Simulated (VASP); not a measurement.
Cd2HgSe3: single point with PBE

Crystal: Cd2HgSe3.

```
Cd Hg Se
1.0
     3.96223   -2.20404   -0.11055
     3.96223    2.20404   -0.11055
    -1.33764    0.00000   10.31558
Cd Hg Se
2 1 3
Direct
  0.40244 0.99260 0.34009
  0.00740 0.59756 0.65991
  0.69390 0.30610 0.00000
  0.47335 0.05007 0.80948
  0.47298 0.52702 0.50000
  0.94993 0.52665 0.19052
```

| Property | Result |
| --- | --- |
| Program | VASP 6.6.1 |
| Task | single point |
| Functional | PBE |
| Potentials or basis | VASP PAW PBE potentials, release 64 (Cd, Hg, Se) |
| Cutoff | 520 eV |
| k mesh | 8 × 8 × 4 |
| Occupations | gaussian, width 0.02 eV |
| Spin | no spin polarisation |

The pressure is -1.8 GPa and the largest force is 0.058 eV/Å. The band gap on the k mesh is 0.69 eV.

Forces on the atoms (eV/Å):
```
Cd  -0.006  0.002  0.003
Cd   0.006  0.002 -0.003
Hg   0.000  0.007  0.000
Se  -0.049 -0.004 -0.029
Se   0.000 -0.003  0.000
Se   0.049 -0.004  0.029
```

Stress tensor (GPa, compression positive):
```
-1.77  0.00  0.13
 0.00 -1.81  0.00
 0.13  0.00 -1.68
```

Levels at points of the mesh, in eV from the valence-band top:
| k point | band 24 | band 25 | band 26 | band 27 | band 28 | band 29 | band 30 | band 31 |
| --- | --- | --- | --- | --- | --- | --- | --- | --- |
| (0.00, 0.00, 0.00) | -0.61 | -0.25 | -0.07 | 0.00 | 0.69 | 2.85 | 3.15 | 4.31 |
| (0.50, 0.00, 0.00) | -1.32 | -1.01 | -0.80 | -0.55 | 2.09 | 2.54 | 3.11 | 3.50 |
| (0.50, 0.50, 0.00) | -1.17 | -1.01 | -0.61 | -0.28 | 1.81 | 2.54 | 2.80 | 4.14 |
| (0.00, 0.00, 0.50) | -0.46 | -0.22 | -0.21 | 0.00 | 1.52 | 2.31 | 3.13 | 4.09 |
| (0.50, 0.00, 0.50) | -1.21 | -1.02 | -0.60 | -0.56 | 1.87 | 2.83 | 3.29 | 3.54 |
| (0.50, 0.50, 0.50) | -1.00 | -0.90 | -0.68 | -0.50 | 1.80 | 2.68 | 3.32 | 3.91 |

It took 4.5 min on 1 thread of Intel(R) Xeon(R) 6975P-C (Granite Rapids) (shared host), peak memory 0.64 GiB.

Caveat: spin-orbit coupling is left out, which moves the levels of the heavy elements. A k mesh can miss the band edges.
